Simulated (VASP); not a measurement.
Input of a VASP 6.6.1 run:

File INCAR:

```
PREC = Accurate
ENCUT = 520
EDIFF = 1E-6
ISMEAR = -1
SIGMA = 0.15
LREAL = Auto
LASPH = T
NELM = 60
ALGO = Normal
ISIF = 2
LWAVE = F
LCHARG = F
GGA = PE
NBANDS = 30
```

KPOINTS

```
regular mesh
0
Gamma
  5 5 3
```

The input POSCAR:

```
Be16H
1.0
   -2.2900000000     -3.9663960000      0.0000000000
    3.4350000000     -1.9831980000      0.0000000000
    0.0000000000      0.0000000000      7.1768600000
Be H
16 1
Direct
    0.7494925289      0.5002686728     -0.0038353820
    0.4891453003      0.3394386427      0.2457282154
    0.7495096250      0.5101694443      0.5039220495
    0.4991140591      0.3342475096      0.7497475219
    0.4983529003     -0.0013851116     -0.0011974596
    0.2494300818      0.8315571724      0.2509734062
    0.4930878601     -0.0063335663      0.5049878359
    0.2494905611      0.8288449446      0.7542277542
    0.2494652813      0.4991387174     -0.0013099043
    0.0098129990      0.3391853763      0.2457679264
    0.2494728837      0.4982698409      0.5019098882
   -0.0001450177      0.3342375282      0.7497625703
    0.0006272583     -0.0013931815     -0.0011925828
    0.7495756277      0.8241881186      0.2459485067
    0.0059485621     -0.0063510314      0.5050184900
    0.7494875612      0.8382403246      0.7520070058
    0.7492553701      0.1730878596      0.3332510318
```

Potentials or basis: VASP PAW PBE potentials, release 64 (Be, H).

Run with:

```sh
$ cat potpaw_PBE.64/Be/POTCAR potpaw_PBE.64/H/POTCAR > POTCAR
$ mpirun -np 1 vasp_std > vasp.out
```

Estimate the pressure.

0.5 GPa.

Predict the band gap on the k mesh.

zero (an odd number of electrons rules out a gap without spin polarisation).

Estimate the largest force.

0.715 eV/Å.

Stress tensor (GPa, compression positive):
```
 0.35  0.91 -0.13
 0.91  1.40  0.08
-0.13  0.08 -0.25
```
